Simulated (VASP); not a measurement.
# Ca (Fm-3m) in VASP: a series of runs

The runs below take Ca through single point, relaxation of cell and atoms, with PBE.

All numbers are computed with VASP 6.6.1; they aren't measurements. Logs are shortened: lines on timing, memory, paths and dates and some standing lists are left out, and cuts for length are marked.

## 1. The cell of the first run

The structure is cubic, space group Fm-3m (No. 225). Conventional cell: a = 5.157 Å, b = 5.157 Å, c = 5.157 Å, α = 90.00°, β = 90.00°, γ = 90.00°. Ca (site symmetry m-3m) has 12 Ca at 3.65 Å within 4.8 Å.

## 2. Single point, PBE

INCAR

```
SYSTEM = Ca
PREC = Accurate
ENCUT = 500
EDIFF = 1E-6
ISMEAR = -1
SIGMA = 0.05
LREAL = .FALSE.
LASPH = .TRUE.
NELM = 120
ALGO = Normal
ISIF = 2
LWAVE = .FALSE.
LCHARG = .TRUE.
GGA = PE
LELF = .TRUE.
LVHAR = .TRUE.
NBANDS = 11
GGA_COMPAT = .FALSE.
```

KPOINTS

```
regular mesh
0
G
  7 7 7
  0 0 0
```

POSCAR

```
Ca
1.0
    0.0000000000      2.5787389275      2.5787389275
    2.5787389275      0.0000000000      2.5787389275
    2.5787389275      2.5787389275      0.0000000000
Ca
1
Direct
    0.0000000000      0.0000000000      0.0000000000
```

Potentials or basis: VASP PAW PBE potentials, release 64 (Ca_sv).

Run with:

```sh
$ cat potpaw_PBE.64/Ca_sv/POTCAR > POTCAR
$ mpirun -np 1 vasp_std > vasp.out
```

OUTCAR:

```text
SYSTEM = Ca
   PREC = Accurate
   ENCUT = 500
   EDIFF = 1E-6
   ISMEAR = -1
   LREAL = .FALSE.
   LASPH = .TRUE.
   NELM = 120
   ISIF = 2
   GGA = PE

 ion  position               nearest neighbor table
   1  0.000  0.000  0.000-

  LATTYP: Found a face centered cubic cell.
 ALAT       =     5.1574778550

  Lattice vectors:

 A1 = (   0.0000000000,   2.5787389275,   2.5787389275)
 A2 = (   2.5787389275,   0.0000000000,   2.5787389275)
 A3 = (   2.5787389275,   2.5787389275,   0.0000000000)

Analysis of symmetry for initial positions (statically):
=====================================================================
 Subroutine PRICEL returns:
 Original cell was already a primitive cell.

 Routine SETGRP: Setting up the symmetry group for a
 face centered cubic supercell.

 Subroutine GETGRP returns: Found 48 space group operations
 (whereof 48 operations were pure point group operations)
 out of a pool of 48 trial point group operations.

The static configuration has the point symmetry O_h .

Analysis of symmetry for dynamics (positions and initial velocities):
=====================================================================
 Subroutine PRICEL returns:
 Original cell was already a primitive cell.

 Routine SETGRP: Setting up the symmetry group for a
 face centered cubic supercell.

 Subroutine GETGRP returns: Found 48 space group operations
 (whereof 48 operations were pure point group operations)
 out of a pool of 48 trial point group operations.

The dynamic configuration has the point symmetry O_h .

 Subroutine INISYM returns: Found 48 space group operations
 (whereof 48 operations are pure point group operations),
 and found     1 'primitive' translations

----------------------------------------------------------------------------------------

                                     Primitive cell

  volume of cell :      34.2967

  direct lattice vectors                    reciprocal lattice vectors
     0.000000000  2.578738927  2.578738927    -0.193893222  0.193893222  0.193893222
     2.578738927  0.000000000  2.578738927     0.193893222 -0.193893222  0.193893222
     2.578738927  2.578738927  0.000000000     0.193893222  0.193893222 -0.193893222

  length of vectors
     3.646887565  3.646887565  3.646887565     0.335832912  0.335832912  0.335832912

  position of ions in fractional coordinates (direct lattice)
     0.000000000  0.000000000  0.000000000

  ion indices of the primitive-cell ions
   primitive index   ion index
                 1           1

----------------------------------------------------------------------------------------

 KPOINTS: regular mesh

Automatic generation of k-mesh.
 Grid dimensions read from file:
 generate k-points for:    7    7    7

 Generating k-lattice:

  Cartesian coordinates                     Fractional coordinates (reciprocal lattice)
    -0.027699032  0.027699032  0.027699032     0.142857143  0.000000000  0.000000000
     0.027699032 -0.027699032  0.027699032     0.000000000  0.142857143  0.000000000
     0.027699032  0.027699032 -0.027699032     0.000000000  0.000000000  0.142857143

  Length of vectors
     0.047976130  0.047976130  0.047976130

  Shift w.r.t. Gamma in fractional coordinates (k-lattice)
     0.000000000  0.000000000  0.000000000

 Subroutine IBZKPT returns following result:
 ===========================================

 Found     20 irreducible k-points:

 Following reciprocal coordinates:
            Coordinates               Weight
  0.000000  0.000000  0.000000      1.000000
  0.142857  0.000000  0.000000      8.000000
  0.285714  0.000000  0.000000      8.000000
  0.428571  0.000000  0.000000      8.000000
  0.142857  0.142857  0.000000      6.000000
  0.285714  0.142857  0.000000     24.000000
[... 12 lines left out ...]
 -0.428571  0.428571  0.142857     24.000000
 -0.285714  0.428571  0.142857     24.000000
   k-points           NKPTS =     20   k-points in BZ     NKDIM =     20   number of bands    NBANDS=     11
   number of dos      NEDOS =    301   number of ions     NIONS =      1
   total plane-waves  NPLWV =  21952
   dimension x,y,z NGX =    28 NGY =   28 NGZ =   28
   dimension x,y,z NGXF=    56 NGYF=   56 NGZF=   56
   ions per type =               1
   NGX,Y,Z   is equivalent  to a cutoff of  12.76, 12.76, 12.76 a.u.
   NGXF,Y,Z  is equivalent  to a cutoff of  25.53, 25.53, 25.53 a.u.
 SYSTEM =  Ca
   PREC   = accura    normal or accurate (medium, high low for compatibility)
   ISTART =      0    job   : 0-new  1-cont  2-samecut
   ICHARG =      2    charge: 1-file 2-atom 10-const
   ISPIN  =      1    spin polarized calculation?
   LNONCOLLINEAR =      F non collinear calculations
   LSORBIT =      F    spin-orbit coupling
   LASPH  =      T    aspherical Exc in radial PAW
   ENCUT  =  500.0 eV  36.75 Ry    6.06 a.u.   6.65  6.65  6.65*2*pi/ulx,y,z
   NELM   =    120;   NELMIN=  2; NELMDL= -5     # of ELM steps
   EDIFF  = 0.1E-05   stopping-criterion for ELM
   LREAL  =      F    real-space projection
[... 7 lines left out ...]
   TEBEG  =    0.0;   TEEND  =   0.0 temperature during run
   PSTRESS=    0.0 pullay stress
   NELECT =      10.0000    total number of electrons
   NUPDOWN=      -1.0000    fix difference up-down
   EMIN   =  10.00;   EMAX   =-10.00  energy-range for DOS
   EFERMI =   0.00;   METHOD = LEGACY
   ISMEAR =    -1;   SIGMA  =   0.05  broadening in eV -4-tet -1-fermi 0-gaus
   EFERMI_NEDOS =   21; number of points for ismear=-14 and -15
   IALGO  =     38    algorithm
   IMIX   =      4    mixing-type and parameters
     AMIX     =   0.40;   BMIX     =  1.00
     AMIX_MAG =   1.60;   BMIX_MAG =  1.00
  volume/ion in A,a.u.               =      34.30       231.45
  Fermi-wavevector in a.u.,A,eV,Ry     =   1.085569  2.051428 16.033924  1.178460
  Thomas-Fermi vector in A             =   2.221686
   LORBIT       =      0    0 simple, 1 ext, 2 COOP (PROOUT), +10 PAW based schemes
   GGA     = PE    functional components
   LHFCALC =     F    Hartree Fock is set to
   AEXX    =    0.0000 exact exchange contribution
   IVDW    =     0    specifies the selected vdW correction
   LEPSILON=     F    determine dielectric tensor
   LRPA    =     F    only Hartree local field effects (RPA)
 non-spin polarized calculation
  energy-cutoff  :      500.00
  volume of cell :       34.30
 maximum number of plane-waves:       893
   NGX = 13   NGY = 13   NGZ = 13

 number of electron      10.0000000 magnetization

 Free energy of the ion-electron system (eV)
  ---------------------------------------------------
  ext. energy  EPLUGINS =         0.00000000
  ---------------------------------------------------
  free energy    TOTEN  =        -1.82934763 eV

  energy without entropy =       -1.81805888  energy(sigma->0) =       -1.82370326

 E-fermi :   2.9013     XC(G=0):  -8.4047

 val. band max:        2.8702872292   @ k =  -0.2857   0.4286   0.1429
 cond. band min:       2.9463357843   @ k =  -0.4286   0.1429   0.0000
 fundamental gap:      0.0760485551
 Fermi energy:         2.9013416670

 k-point     1 :       0.0000    0.0000    0.0000
  band No.  band energies     occupation
      1     -38.7013      2.00000
      2     -19.5721      2.00000
      3     -19.5721      2.00000
      4     -19.5721      2.00000
      5      -1.5232      2.00000
      6       5.4594      0.00000
      7       5.4594      0.00000
      8       5.4594      0.00000
      9       6.8174      0.00000
     10       6.8174      0.00000
     11      12.9216      0.00000

 k-point     2 :       0.1429    0.0000    0.0000
  band No.  band energies     occupation
      1     -38.6947      2.00000
      2     -19.6281      2.00000
      3     -19.5793      2.00000
      4     -19.5793      2.00000
      5      -1.1109      2.00000
      6       5.0295      0.00000
      7       5.5986      0.00000
      8       5.5986      0.00000
      9       6.7046      0.00000
     10       6.7046      0.00000
     11      13.3398      0.00000

 k-point     3 :       0.2857    0.0000    0.0000
  band No.  band energies     occupation
      1     -38.6797      2.00000
      2     -19.7515      2.00000
      3     -19.5954      2.00000
      4     -19.5954      2.00000
      5       0.0064      2.00000
      6       4.1492      0.00000
      7       5.5740      0.00000
      8       5.5740      0.00000
      9       6.9570      0.00000
     10       6.9570      0.00000
     11      11.1668      0.00000

 k-point     4 :       0.4286    0.0000    0.0000
  band No.  band energies     occupation
      1     -38.6677      2.00000
      2     -19.8481      2.00000
      3     -19.6083      2.00000
      4     -19.6083      2.00000
      5       1.4038      2.00000
      6       3.2055      0.00455
      7       5.3419      0.00000
      8       5.3419      0.00000
      9       7.5808      0.00000
     10       7.5808      0.00000
     11       9.6059      0.00000

 k-point     5 :       0.1429    0.1429    0.0000
  band No.  band energies     occupation
      1     -38.6925      2.00000
      2     -19.6266      2.00000
      3     -19.5916      2.00000
      4     -19.5916      2.00000
      5      -0.9762      2.00000
      6       4.9089      0.00000
      7       5.7039      0.00000
      8       5.7039      0.00000
      9       6.2327      0.00000
     10       6.9677      0.00000
     11      13.7146      0.00000

 k-point     6 :       0.2857    0.1429    0.0000
  band No.  band energies     occupation
      1     -38.6803      2.00000
      2     -19.7172      2.00000
      3     -19.6108      2.00000
      4     -19.6079      2.00000
      5      -0.0976      2.00000
      6       4.2938      0.00000
      7       5.4095      0.00000
      8       5.8648      0.00000
      9       6.4100      0.00000
     10       7.1997      0.00000
     11      12.1039      0.00000

 k-point     7 :       0.4286    0.1429    0.0000
  band No.  band energies     occupation
      1     -38.6673      2.00000
      2     -19.8138      2.00000
      3     -19.6322      2.00000
      4     -19.6226      2.00000
      5       1.2535      2.00000
      6       3.4932      0.00001
      7       4.9638      0.00000
      8       5.6884      0.00000
      9       7.3074      0.00000
     10       7.6721      0.00000
     11       9.9337      0.00000

 k-point     8 :      -0.4286    0.1429    0.0000
  band No.  band energies     occupation
      1     -38.6633      2.00000
      2     -19.8416      2.00000
      3     -19.6495      2.00000
      4     -19.6180      2.00000
      5       2.0661      2.00000
      6       2.9463      0.57815
      7       4.8657      0.00000
      8       5.5681      0.00000
      9       7.5388      0.00000
     10       7.9706      0.00000
     11       9.2535      0.00000
[... 85 lines left out ...]
 k-point    15 :       0.4286    0.4286    0.0000
  band No.  band energies     occupation
      1     -38.6568      2.00000
      2     -19.8309      2.00000
      3     -19.6700      2.00000
      4     -19.6700      2.00000
      5       1.9240      2.00000
      6       3.3614      0.00020
      7       4.3267      0.00000
      8       7.6067      0.00000
      9       7.6067      0.00000
     10       7.6425      0.00000
     11      10.5735      0.00000

 k-point    16 :      -0.4286    0.4286    0.0000
  band No.  band energies     occupation
      1     -38.6545      2.00000
      2     -19.8270      2.00000
      3     -19.6995      2.00000
      4     -19.6675      2.00000
      5       2.3741      1.99995
      6       3.3152      0.00051
      7       4.1487      0.00000
      8       7.1894      0.00000
      9       7.8156      0.00000
     10       8.3340      0.00000
     11       9.0480      0.00000

 k-point    17 :       0.4286    0.2857    0.1429
  band No.  band energies     occupation
      1     -38.6692      2.00000
      2     -19.7680      2.00000
      3     -19.6624      2.00000
      4     -19.6195      2.00000
      5       0.8999      2.00000
      6       3.9134      0.00000
      7       4.6853      0.00000
      8       6.2089      0.00000
      9       6.5802      0.00000
     10       7.7667      0.00000
     11      11.2633      0.00000

 k-point    18 :      -0.4286    0.2857    0.1429
  band No.  band energies     occupation
      1     -38.6602      2.00000
      2     -19.8051      2.00000
      3     -19.6978      2.00000
      4     -19.6377      2.00000
      5       2.1987      2.00000
      6       3.3185      0.00048
      7       4.2788      0.00000
      8       6.0098      0.00000
      9       7.3321      0.00000
     10       8.2406      0.00000
     11       9.4436      0.00000

 k-point    19 :      -0.4286    0.4286    0.1429
  band No.  band energies     occupation
      1     -38.6563      2.00000
      2     -19.8079      2.00000
      3     -19.7015      2.00000
      4     -19.6686      2.00000
      5       2.3321      1.99998
      6       3.4661      0.00002
      7       4.0302      0.00000
      8       6.6172      0.00000
      9       7.6303      0.00000
     10       8.2900      0.00000
     11       9.8827      0.00000

 k-point    20 :      -0.2857    0.4286    0.1429
  band No.  band energies     occupation
      1     -38.6553      2.00000
      2     -19.7714      2.00000
      3     -19.7540      2.00000
      4     -19.6639      2.00000
      5       2.8703      1.30093
      6       3.4359      0.00005
      7       3.7809      0.00000
      8       6.1208      0.00000
      9       7.6823      0.00000
     10       8.6225      0.00000
     11       9.2923      0.00000

------------------------ aborting loop because EDIFF is reached ----------------------------------------

  FORCE on cell =-STRESS in cart. coord.  units (eV):
  Direction    XX          YY          ZZ          XY          YZ          ZX
  --------------------------------------------------------------------------------------
  -------------------------------------------------------------------------------------
  Total        1.0612850      1.0612850      1.0612850      0.0000000      0.0000000      0.0000000
  in kB       49.5781669     49.5781669     49.5781669      0.0000000      0.0000000      0.0000000
  external PRESSURE =      49.5781669 kB  Pullay stress =       0.0000000 kB

 VOLUME and BASIS-vectors are now :
 -----------------------------------------------------------------------------
  energy-cutoff  :      500.00
  volume of cell :       34.30
      direct lattice vectors                 reciprocal lattice vectors
     0.000000000  2.578738927  2.578738927    -0.193893222  0.193893222  0.193893222
     2.578738927  0.000000000  2.578738927     0.193893222 -0.193893222  0.193893222
     2.578738927  2.578738927  0.000000000     0.193893222  0.193893222 -0.193893222

 POSITION                                       TOTAL-FORCE (eV/Angst)
 -----------------------------------------------------------------------------------
      0.00000      0.00000      0.00000         0.000000      0.000000      0.000000
 -----------------------------------------------------------------------------------
    total drift:                               -0.000000     -0.000000     -0.000000

  FREE ENERGIE OF THE ION-ELECTRON SYSTEM (eV)
  ---------------------------------------------------
  free  energy   TOTEN  =        -1.8293476332 eV

  energy  without entropy=       -1.8180588823  energy(sigma->0) =       -1.82370326
```

Wall time 9.4 s (1 thread of AMD EPYC 7R13 (Zen 3), shared host); peak memory 0.11 GiB.

The run converged, but its numbers aren't listed here, since they failed a check.

Caveat: the mesh shows a gap though the element is a metal; the cell stands under pressure.

## 3. Single point, PBE

This run uses another cell than the first one, of 42.26 Å³/atom.

INCAR

```
PREC = Accurate
ENCUT = 500
EDIFF = 1E-6
ISMEAR = -1
SIGMA = 0.05
LREAL = F
LASPH = T
NELM = 120
ALGO = Normal
ISIF = 2
LWAVE = F
LCHARG = F
GGA = PE
NBANDS = 11
GGA_COMPAT = F
```

KPOINTS

```
Automatic mesh
0
Gamma
  7 7 7
```

POSCAR

```
Ca
1.0
    0.0000000000      2.7645752749      2.7645752749
    2.7645752749      0.0000000000      2.7645752749
    2.7645752749      2.7645752749      0.0000000000
Ca
1
Direct
    0.0000000000      0.0000000000      0.0000000000
```

Potentials or basis: VASP PAW PBE potentials, release 64 (Ca_sv).

Run with:

```sh
$ cat potpaw_PBE.64/Ca_sv/POTCAR > POTCAR
$ mpirun -np 1 vasp_std > vasp.out
```

It took 8.9 s on 1 thread of AMD EPYC 7R13 (Zen 3), shared host; peak memory 0.13 GiB.

It converged, with:

| Quantity | Value |
| --- | --- |
| Free energy | -1.9400 eV |
| Pressure | 0.0 GPa |
| Band gap on the k mesh | zero (bands 5 and 6 overlap by 0.15 eV) |

Levels at points of the mesh, in eV from the Fermi level:
```csv
k point,band 2,band 3,band 4,band 5,band 6,band 7,band 8,band 9
"(0.00, 0.00, 0.00)",-22.96,-22.96,-22.96,-4.04,2.31,2.31,2.31,3.38
```

## 4. Relaxation of cell and atoms, PBE

This run uses another cell than the first one, of 43.67 Å³/atom.

INCAR

```
ALGO = Normal
EDIFF = 1E-7
EDIFFG = -0.03
ENCUT = 500
GGA = PE
GGA_COMPAT = F
IBRION = 2
ISIF = 3
ISMEAR = -1
LASPH = T
LCHARG = F
LREAL = F
LWAVE = F
NELM = 120
NELMIN = 4
NSW = 80
PREC = Accurate
SIGMA = 0.05
```

KPOINTS

```
k-points
0
Gamma
  7 7 7
```

POSCAR

```
Ca
1.0
    0.0000000000      2.7950000000      2.7950000000
    2.7950000000      0.0000000000      2.7950000000
    2.7950000000      2.7950000000      0.0000000000
Ca
1
Direct
    0.0000000000      0.0000000000      0.0000000000
```

Run with:

```sh
$ cat potpaw_PBE.64/Ca_sv/POTCAR > POTCAR
$ mpirun -np 1 vasp_std > vasp.out
```

Run time: 24 s. Hardware: 1 thread of AMD EPYC 7R13 (Zen 3), shared host; peak memory 0.13 GiB.

The run converged. Its results:

| Item | Value |
| --- | --- |
| Free energy | -1.9403 eV |
| Relaxed volume | 42.32 Å³/atom |
| Relaxed cell | a = 3.912 Å, b = 3.912 Å, c = 3.912 Å, α = 60.00°, β = 60.00°, γ = 60.00° |
| Space group after relaxing (to 0.1 Å) | Fm-3m (No. 225) |
| Energy gained by relaxing | 2.3 meV/atom |
| Ionic steps | 3 |
| Pressure after relaxing | 0.0 GPa |
| Band gap on the k mesh | zero (bands 5 and 6 overlap by 0.15 eV) |

The path:
| step | energy change (eV) | largest force (eV/Å) | pressure (GPa) | volume (Å³) |
| --- | --- | --- | --- | --- |
| 1 | 0.0000 | 0.0000 | -0.53 | 43.67 |
| 2 | -0.0020 | 0.0000 | -0.19 | 42.77 |
| 3 | -0.0023 | 0.0000 | 0.00 | 42.32 |

Final structure:
```
Ca
1.0
     0.00000    2.76586    2.76586
     2.76586    0.00000    2.76586
     2.76586    2.76586    0.00000
Ca
1
Direct
  0.00000 0.00000 0.00000
```

Levels at points of the mesh, in eV from the Fermi level:
```csv
k point,band 3,band 4,band 5,band 6,band 7,band 8
"(0.00, 0.00, 0.00)",-22.97,-22.97,-4.04,2.31,2.31,2.31
```

[end of part 1 of 2]

The gap in the log of VASP goes by the Fermi energy; the results here count the filled bands.